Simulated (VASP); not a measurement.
Input of a VASP 6.6.1 run:

INCAR

```
ALGO = Normal
EDIFF = 1E-6
ENCUT = 520
GGA = PE
ISIF = 2
ISMEAR = 0
LASPH = T
LCHARG = F
LREAL = Auto
LWAVE = F
NBANDS = 202
NELM = 60
PREC = Accurate
SIGMA = 0.01
```

KPOINTS

```
Automatic mesh
0
Gamma
  2 2 2
  0.5 0.5 0.5
```

The input POSCAR:

```
In2O3
1.0
   -5.5752353330     -3.2188636203      4.9190313857
    5.5752353330     -3.2188636203      4.9190313857
    0.0000000000      6.4377272406      4.9190313857
In O
16 24
Direct
    0.6427970982      0.6427970982      0.6427970982
    0.1427970982      0.1427970982      0.6427970982
    0.1427970982      0.6427970982      0.1427970982
    0.6427970982      0.1427970982      0.1427970982
    0.8572029018      0.8572029018      0.8572029018
    0.3572029018      0.3572029018      0.8572029018
    0.3572029018      0.8572029018      0.3572029018
    0.8572029018      0.3572029018      0.3572029018
    0.3572029018      0.3572029018      0.3572029018
    0.8572029018      0.8572029018      0.3572029018
    0.8572029018      0.3572029018      0.8572029018
    0.3572029018      0.8572029018      0.8572029018
    0.1427970982      0.1427970982      0.1427970982
    0.6427970982      0.6427970982      0.1427970982
    0.6427970982      0.1427970982      0.6427970982
    0.1427970982      0.6427970982      0.6427970982
    0.6017163989      0.2500000000      0.3982836011
    0.1017163989      0.7500000000      0.3982836011
    0.1017163989      0.2500000000      0.8982836011
    0.6017163989      0.7500000000      0.8982836011
    0.2500000000      0.3982836011      0.6017163989
    0.7500000000      0.8982836011      0.6017163989
    0.7500000000      0.3982836011      0.1017163989
    0.2500000000      0.8982836011      0.1017163989
    0.3982836011      0.6017163989      0.2500000000
    0.8982836011      0.1017163989      0.2500000000
    0.8982836011      0.6017163989      0.7500000000
    0.3982836011      0.1017163989      0.7500000000
    0.3982836011      0.7500000000      0.6017163989
    0.8982836011      0.2500000000      0.6017163989
    0.8982836011      0.7500000000      0.1017163989
    0.3982836011      0.2500000000      0.1017163989
    0.6017163989      0.3982836011      0.7500000000
    0.1017163989      0.8982836011      0.7500000000
    0.1017163989      0.3982836011      0.2500000000
    0.6017163989      0.8982836011      0.2500000000
    0.7500000000      0.6017163989      0.3982836011
    0.2500000000      0.1017163989      0.3982836011
    0.2500000000      0.6017163989      0.8982836011
    0.7500000000      0.1017163989      0.8982836011
```

Potentials or basis: VASP PAW PBE potentials, release 64 (In_d, O).

Command:

```console
$ cat potpaw_PBE.64/In_d/POTCAR potpaw_PBE.64/O/POTCAR > POTCAR
$ mpirun -np 1 vasp_std > vasp.out
```

Question: What does it give for the band gap on the k mesh?

Answer: 2.38 eV.

Question: Estimate the largest force.

Answer: 0.013 eV/Å.

Question: Predict the pressure.

Answer: 0.2 GPa.

Stress tensor (GPa, compression positive):
```
0.28 0.00 0.00
0.00 0.28 0.00
0.00 0.00 0.14
```

Caveat: spin-orbit coupling is left out, which moves the levels of the heavy elements; a shifted mesh leaves out Γ, where band edges can lie. A k mesh can miss the band edges.
